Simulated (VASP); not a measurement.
# Rb3Pt (Pm-3m) in VASP: settings compared

The runs below take Rb3Pt through single point, with PBE+D4+U, PBE, PBE+D3(BJ).

Program: VASP 6.6.1. These are calculated values, not measurements. Logs are shortened: lines on timing, memory, paths and dates and some standing lists are left out, and cuts for length are marked.

## (1) The cell of the first run

It takes space group Pm-3m (No. 221, cubic). Conventional cell: a = 5.499 Å, b = 5.499 Å, c = 5.499 Å, α = 90.00°, β = 90.00°, γ = 90.00°. Within 5.1 Å of Rb (site symmetry 4/mmm) lie 8 Rb at 3.89 Å and 4 Pt at 3.89 Å. Pt (site symmetry m-3m) has 12 Rb at 3.89 Å within 5.1 Å.

## (2) Single point, PBE+D4+U

Input file INCAR:

```
SYSTEM = Rb3Pt
ALGO = Normal
EDIFF = 1E-6
ENCUT = 500
GGA = PE
GGA_COMPAT = .False.
ISIF = 2
ISMEAR = 1
IVDW = 13
LASPH = .True.
LCHARG = .False.
LDAU = .True.
LDAUJ = 0 0
LDAUL = -1 2
LDAUPRINT = 1
LDAUTYPE = 2
LDAUU = 0 0.54
LMAXMIX = 4
LREAL = .False.
LWAVE = .False.
NBANDS = 26
NELM = 200
PREC = Accurate
SIGMA = 0.13605693122994
```

Input file KPOINTS:

```
k-points
0
Gamma
  1 1 1
  0 0 0
```

Input file POSCAR:

```
Rb3Pt
1.0
    5.4987900000      0.0000000000      0.0000000000
    0.0000000000      5.4987900000      0.0000000000
    0.0000000000      0.0000000000      5.4987900000
Rb Pt
3 1
Direct
    0.0000000000      0.0000000000      0.5000000000
    0.0000000000      0.5000000000      0.0000000000
    0.5000000000      0.0000000000      0.0000000000
    0.5000000000      0.5000000000      0.5000000000
```

Potentials or basis: VASP PAW PBE potentials, release 64 (Rb_sv, Pt).

Started as:

```
cat potpaw_PBE.64/Rb_sv/POTCAR potpaw_PBE.64/Pt/POTCAR > POTCAR
mpirun -np 1 vasp_gam > vasp.out
```

OUTCAR:

```text
SYSTEM = Rb3Pt
   EDIFF = 1E-6
   ENCUT = 500
   GGA = PE
   ISIF = 2
   ISMEAR = 1
   IVDW = 13
   LASPH = .True.
   LREAL = .False.
   NELM = 200
   PREC = Accurate

 ion  position               nearest neighbor table
   1  0.000  0.000  0.500-   2 3.89   3 3.89   4 3.89   2 3.89   3 3.89   2 3.89   4 3.89   2 3.89
                             3 3.89   4 3.89   3 3.89   4 3.89
   2  0.000  0.500  0.000-   1 3.89   3 3.89   4 3.89   1 3.89   4 3.89   1 3.89   3 3.89   1 3.89
                             3 3.89   4 3.89   4 3.89   3 3.89
   3  0.500  0.000  0.000-   1 3.89   2 3.89   4 3.89   1 3.89   4 3.89   2 3.89   4 3.89   4 3.89
                             1 3.89   2 3.89   1 3.89   2 3.89
   4  0.500  0.500  0.500-   1 3.89   2 3.89   3 3.89   2 3.89   3 3.89   1 3.89   3 3.89   3 3.89
                             1 3.89   2 3.89   2 3.89   1 3.89

  LATTYP: Found a simple cubic cell.
 ALAT       =     5.4987900000

  Lattice vectors:

 A1 = (   5.4987900000,   0.0000000000,   0.0000000000)
 A2 = (   0.0000000000,   5.4987900000,   0.0000000000)
 A3 = (   0.0000000000,   0.0000000000,   5.4987900000)

Analysis of symmetry for initial positions (statically):
=====================================================================
 Subroutine PRICEL returns:
 Original cell was already a primitive cell.

 Routine SETGRP: Setting up the symmetry group for a
 simple cubic supercell.

 Subroutine GETGRP returns: Found 48 space group operations
 (whereof 48 operations were pure point group operations)
 out of a pool of 48 trial point group operations.

The static configuration has the point symmetry O_h .

Analysis of symmetry for dynamics (positions and initial velocities):
=====================================================================
 Subroutine PRICEL returns:
 Original cell was already a primitive cell.

 Routine SETGRP: Setting up the symmetry group for a
 simple cubic supercell.

 Subroutine GETGRP returns: Found 48 space group operations
 (whereof 48 operations were pure point group operations)
 out of a pool of 48 trial point group operations.

The dynamic configuration has the point symmetry O_h .

 Subroutine INISYM returns: Found 48 space group operations
 (whereof 48 operations are pure point group operations),
 and found     1 'primitive' translations

----------------------------------------------------------------------------------------

                                     Primitive cell

  volume of cell :     166.2652

  direct lattice vectors                    reciprocal lattice vectors
     5.498790000  0.000000000  0.000000000     0.181858191  0.000000000  0.000000000
     0.000000000  5.498790000  0.000000000     0.000000000  0.181858191  0.000000000
     0.000000000  0.000000000  5.498790000     0.000000000  0.000000000  0.181858191

  length of vectors
     5.498790000  5.498790000  5.498790000     0.181858191  0.181858191  0.181858191

  position of ions in fractional coordinates (direct lattice)
     0.000000000  0.000000000  0.500000000
     0.000000000  0.500000000  0.000000000
     0.500000000  0.000000000  0.000000000
     0.500000000  0.500000000  0.500000000

  ion indices of the primitive-cell ions
   primitive index   ion index
                 1           1
                 2           2
                 3           3
                 4           4

----------------------------------------------------------------------------------------

 KPOINTS: k-points

Automatic generation of k-mesh.
 Grid dimensions read from file:
 generate k-points for:    1    1    1

 Generating k-lattice:

  Cartesian coordinates                     Fractional coordinates (reciprocal lattice)
     0.181858191  0.000000000  0.000000000     1.000000000  0.000000000  0.000000000
     0.000000000  0.181858191  0.000000000     0.000000000  1.000000000  0.000000000
     0.000000000  0.000000000  0.181858191     0.000000000  0.000000000  1.000000000

  Length of vectors
     0.181858191  0.181858191  0.181858191

  Shift w.r.t. Gamma in fractional coordinates (k-lattice)
     0.000000000  0.000000000  0.000000000

 Subroutine IBZKPT returns following result:
 ===========================================

 Found      1 irreducible k-points:

 Following reciprocal coordinates:
            Coordinates               Weight
  0.000000  0.000000  0.000000      1.000000
   k-points           NKPTS =      1   k-points in BZ     NKDIM =      1   number of bands    NBANDS=     26
   number of dos      NEDOS =    301   number of ions     NIONS =      4
   total plane-waves  NPLWV =  64000
   dimension x,y,z NGX =    40 NGY =   40 NGZ =   40
   dimension x,y,z NGXF=    80 NGYF=   80 NGZF=   80
   ions per type =               3   1
   NGX,Y,Z   is equivalent  to a cutoff of  12.09, 12.09, 12.09 a.u.
   NGXF,Y,Z  is equivalent  to a cutoff of  24.19, 24.19, 24.19 a.u.
 SYSTEM =  Rb3Pt
   PREC   = accura    normal or accurate (medium, high low for compatibility)
   ISTART =      0    job   : 0-new  1-cont  2-samecut
   ICHARG =      2    charge: 1-file 2-atom 10-const
   ISPIN  =      1    spin polarized calculation?
   LNONCOLLINEAR =      F non collinear calculations
   LSORBIT =      F    spin-orbit coupling
   LASPH  =      T    aspherical Exc in radial PAW
   ENCUT  =  500.0 eV  36.75 Ry    6.06 a.u.  10.03 10.03 10.03*2*pi/ulx,y,z
   NELM   =    200;   NELMIN=  2; NELMDL= -5     # of ELM steps
   EDIFF  = 0.1E-05   stopping-criterion for ELM
   LREAL  =      F    real-space projection
   EDIFFG = 0.1E-04   stopping-criterion for IOM
   NSW    =      0    number of steps for IOM
   IBRION =     -1    ionic relax: 0-MD 1-quasi-New 2-CG
   NFREE  =      0    steps in history (QN), initial steepest desc. (CG)
   ISIF   =      2    stress and relaxation
   ISYM   =      2    0-nonsym 1-usesym 2-fastsym
   POTIM  = 0.5000    time-step for ionic-motion
   TEBEG  =    0.0;   TEEND  =   0.0 temperature during run
   PSTRESS=    0.0 pullay stress
   NELECT =      37.0000    total number of electrons
   NUPDOWN=      -1.0000    fix difference up-down
   EMIN   =  10.00;   EMAX   =-10.00  energy-range for DOS
   EFERMI =   0.00;   METHOD = LEGACY
   ISMEAR =     1;   SIGMA  =   0.14  broadening in eV -4-tet -1-fermi 0-gaus
   EFERMI_NEDOS =   21; number of points for ismear=-14 and -15
   IALGO  =     38    algorithm
   IMIX   =      4    mixing-type and parameters
     AMIX     =   0.40;   BMIX     =  1.00
     AMIX_MAG =   1.60;   BMIX_MAG =  1.00
  volume/ion in A,a.u.               =      41.57       280.50
  Fermi-wavevector in a.u.,A,eV,Ry     =   0.992068  1.874737 13.390849  0.984200
  Thomas-Fermi vector in A             =   2.123854
   LORBIT       =      0    0 simple, 1 ext, 2 COOP (PROOUT), +10 PAW based schemes
 LDA+U is selected, type is set to LDAUTYPE =  2
   angular momentum for each species LDAUL =    -1    2
   U (eV)           for each species LDAUU =   0.0  0.5
   J (eV)           for each species LDAUJ =   0.0  0.0
   GGA     = PE    functional components
   LHFCALC =     F    Hartree Fock is set to
   AEXX    =    0.0000 exact exchange contribution
   IVDW    =    13    specifies the selected vdW correction
   LEPSILON=     F    determine dielectric tensor
   LRPA    =     F    only Hartree local field effects (RPA)
 non-spin polarized calculation
 Methfessel and Paxton  Order N= 1 SIGMA  =   0.14
  energy-cutoff  :      500.00
  volume of cell :      166.27
 maximum number of plane-waves:      2085
   NGX = 21   NGY = 21   NGZ = 21

atom =   4  type =  2  l = 2

 onsite density matrix

spin component  1

  0.8598  0.0000 -0.0000  0.0000 -0.0000
  0.0000  0.8598  0.0000  0.0000  0.0000
 -0.0000  0.0000  0.8022 -0.0000  0.0000
  0.0000  0.0000 -0.0000  0.8598 -0.0000
 -0.0000  0.0000  0.0000 -0.0000  0.8022

spin component  2

  0.8598  0.0000 -0.0000  0.0000 -0.0000
  0.0000  0.8598  0.0000  0.0000  0.0000
 -0.0000  0.0000  0.8022 -0.0000  0.0000
  0.0000  0.0000 -0.0000  0.8598 -0.0000
 -0.0000  0.0000  0.0000 -0.0000  0.8022

 occupancies and eigenvectors

  o =  0.8022  v =  0.0000 -0.0000 -0.9570 -0.0000  0.2901  0.0000  0.0000  0.0000  0.0000  0.0000      0.0000  0.0000  0.0000  0.0000  0.0000  0.0000  0.0000  0.0000  0.0000  0.0000
  o =  0.8022  v =  0.0000  0.0000  0.2901 -0.0000  0.9570  0.0000  0.0000  0.0000  0.0000  0.0000      0.0000  0.0000  0.0000  0.0000  0.0000  0.0000  0.0000  0.0000  0.0000  0.0000
  o =  0.8022  v =  0.0000  0.0000  0.0000  0.0000  0.0000  0.0000 -0.0000 -0.9570 -0.0000  0.2901      0.0000  0.0000  0.0000  0.0000  0.0000  0.0000  0.0000  0.0000  0.0000  0.0000
  o =  0.8022  v =  0.0000  0.0000  0.0000  0.0000  0.0000  0.0000  0.0000  0.2901 -0.0000  0.9570      0.0000  0.0000  0.0000  0.0000  0.0000  0.0000  0.0000  0.0000  0.0000  0.0000
  o =  0.8598  v =  0.0000  0.0000  0.0000  0.0000  0.0000  1.0000  0.0000  0.0000  0.0000  0.0000      0.0000  0.0000  0.0000  0.0000  0.0000  0.0000  0.0000  0.0000  0.0000  0.0000
  o =  0.8598  v =  0.0000  0.0000  0.0000  0.0000  0.0000  0.0000 -0.2034 -0.0000  0.9791  0.0000      0.0000  0.0000  0.0000  0.0000  0.0000  0.0000  0.0000  0.0000  0.0000  0.0000
  o =  0.8598  v =  0.0000 -0.2034 -0.0000  0.9791  0.0000  0.0000  0.0000  0.0000  0.0000  0.0000      0.0000  0.0000  0.0000  0.0000  0.0000  0.0000  0.0000  0.0000  0.0000  0.0000
  o =  0.8598  v =  1.0000  0.0000  0.0000  0.0000  0.0000  0.0000  0.0000  0.0000  0.0000  0.0000      0.0000  0.0000  0.0000  0.0000  0.0000  0.0000  0.0000  0.0000  0.0000  0.0000
  o =  0.8598  v =  0.0000  0.0000  0.0000  0.0000  0.0000  0.0000 -0.9791  0.0000 -0.2034 -0.0000      0.0000  0.0000  0.0000  0.0000  0.0000  0.0000  0.0000  0.0000  0.0000  0.0000
  o =  0.8598  v =  0.0000 -0.9791  0.0000 -0.2034 -0.0000  0.0000  0.0000  0.0000  0.0000  0.0000      0.0000  0.0000  0.0000  0.0000  0.0000  0.0000  0.0000  0.0000  0.0000  0.0000

 number of electron      36.9999997 magnetization

 Free energy of the ion-electron system (eV)
  ---------------------------------------------------
  ext. energy  EPLUGINS =         0.00000000
  ---------------------------------------------------
  free energy    TOTEN  =       -10.41145188 eV

  energy without entropy =      -10.37307093  energy(sigma->0) =      -10.39865823

 E-fermi :   1.8145     XC(G=0):  -7.7373

 val. band max:       -0.1964952002   @ k =   0.0000   0.0000   0.0000
 cond. band min:       1.8145184367   @ k =   0.0000   0.0000   0.0000
 fundamental gap:      2.0110136370
 Fermi energy:         1.8145184367

 k-point     1 :       0.0000    0.0000    0.0000
  band No.  band energies     occupation
      1     -26.4422      2.00000
      2     -26.3313      2.00000
      3     -26.3313      2.00000
      4     -10.8344      2.00000
      5     -10.8344      2.00000
      6     -10.8344      2.00000
      7     -10.4126      2.00000
      8     -10.4126      2.00000
      9     -10.4126      2.00000
     10     -10.1982      2.00000
     11     -10.1982      2.00000
     12     -10.1982      2.00000
     13      -1.6388      2.00000
     14      -0.3326      2.00000
     15      -0.3326      2.00000
     16      -0.1965      2.00000
     17      -0.1965      2.00000
     18      -0.1965      2.00000
     19       1.8145      1.00000
     20       4.3911     -0.00000
     21       4.3911     -0.00000
     22       4.8889      0.00000
     23       4.8889      0.00000
     24       4.8889      0.00000
     25       4.9804      0.00000
     26       4.9804      0.00000

------------------------ aborting loop because EDIFF is reached ----------------------------------------

  DFT-D4 for vdW energy calculation

  Edisp (eV):   -0.45073

  FORCE on cell =-STRESS in cart. coord.  units (eV):
  Direction    XX          YY          ZZ          XY          YZ          ZX
  --------------------------------------------------------------------------------------
  -------------------------------------------------------------------------------------
  Total      -5.07843    -5.07843    -5.07843     0.00000    -0.00000     0.00000
  in kB     -48.93717   -48.93717   -48.93717     0.00000    -0.00000     0.00000
  external pressure =      -48.94 kB  Pullay stress =        0.00 kB

 VOLUME and BASIS-vectors are now :
 -----------------------------------------------------------------------------
  energy-cutoff  :      500.00
  volume of cell :      166.27
      direct lattice vectors                 reciprocal lattice vectors
     5.498790000  0.000000000  0.000000000     0.181858191  0.000000000  0.000000000
     0.000000000  5.498790000  0.000000000     0.000000000  0.181858191  0.000000000
     0.000000000  0.000000000  5.498790000     0.000000000  0.000000000  0.181858191

 POSITION                                       TOTAL-FORCE (eV/Angst)
 -----------------------------------------------------------------------------------
      0.00000      0.00000      2.74939         0.000000      0.000000      0.000000
      0.00000      2.74939      0.00000         0.000000      0.000000      0.000000
      2.74939      0.00000      0.00000         0.000000      0.000000      0.000000
      2.74939      2.74939      2.74939         0.000000      0.000000      0.000000
 -----------------------------------------------------------------------------------
    total drift:                               -0.000000      0.000000     -0.000000

  FREE ENERGIE OF THE ION-ELECTRON SYSTEM (eV)
  ---------------------------------------------------
  free  energy   TOTEN  =       -10.8621866064 eV

  energy  without entropy=      -10.8238056547  energy(sigma->0) =      -10.84939296
```

Wall time 15 s (1 thread of Intel Xeon Platinum 8259CL at 2.50GHz (Skylake/Cascade Lake), shared host); peak memory 0.22 GiB.

What came out:

| Quantity | Value |
| --- | --- |
| Free energy | -10.8622 eV |
| Pressure | -4.9 GPa |
| Dispersion energy per atom | -0.113 eV |

Levels at points of the mesh, in eV from the Fermi level:
```tsv
k point	band 15	band 16	band 17	band 18	band 19	band 20	band 21	band 22	band 23	band 24
(0.00, 0.00, 0.00)	-2.15	-2.01	-2.01	-2.01	0.00	2.58	2.58	3.07	3.07	3.07
```

Eigenvalues of the final occupation matrices:
```tsv
site	spin	trace	eigenvalues
site 4 d	1	4.18	0.80 0.80 0.86 0.86 0.86
site 4 d	2	4.18	0.80 0.80 0.86 0.86 0.86
```

Caveat: the k points lie up to 1.14 Å⁻¹ apart; spin-orbit coupling is left out, which moves the levels of the heavy elements; U without spin polarisation on a metal has little footing; pairwise dispersion overbinds metals, which lowers pressure and volume; the U is typed as a test and isn't derived for this compound.

## (3) Single point, PBE, collinear spin, ferromagnetic start

Input file INCAR:

```
SYSTEM = Rb3Pt
PREC = Accurate
ENCUT = 500
EDIFF = 1E-6
ISMEAR = 0
SIGMA = 0.1
LREAL = .False.
LASPH = .True.
NELM = 200
ALGO = Normal
ISIF = 2
LWAVE = .False.
LCHARG = .True.
ISPIN = 2
MAGMOM = 0.22 0.21 0.13 1.81
LORBIT = 11
NUPDOWN = 3.0
LMAXMIX = 4
GGA = PE
LELF = .True.
LVHAR = .True.
NELECT = 36.0
NBANDS = 30
GGA_COMPAT = .False.
```

Input file KPOINTS:

```
Automatic mesh
0
Gamma
  1 1 1
  0.77 0.88 0.99
```

POSCAR is that of step 2.

Potentials or basis: VASP PAW PBE potentials, release 64 (Rb_sv, Pt).

Started as:

```
cat potpaw_PBE.64/Rb_sv/POTCAR potpaw_PBE.64/Pt/POTCAR > POTCAR
mpirun -np 1 vasp_std > vasp.out
```

It took 2.8 min on 1 thread of Intel Xeon Platinum 8259CL at 2.50GHz (Skylake/Cascade Lake), shared host; peak memory 0.3 GiB.

The run converged. Its results:

| Property | Result |
| --- | --- |
| Free energy | -7.5477 eV |
| Net moment | 3.00 μB per cell |
| Site moments | Rb +0.06; Pt +1.47 μB |
| Valence electrons inside the program's atomic spheres | Rb 7.29; Pt 8.54 |

Caveat: the k points lie up to 1.14 Å⁻¹ apart; the cell carries a net charge on a neutralising background, which shifts energy and pressure; the cell is charged against a uniform background, so pressure and absolute levels hang on convention; spin-orbit coupling is left out, which moves the levels of the heavy elements; the total moment is fixed, so each spin has its own Fermi level.

(Part 1 of 2 ends here.)
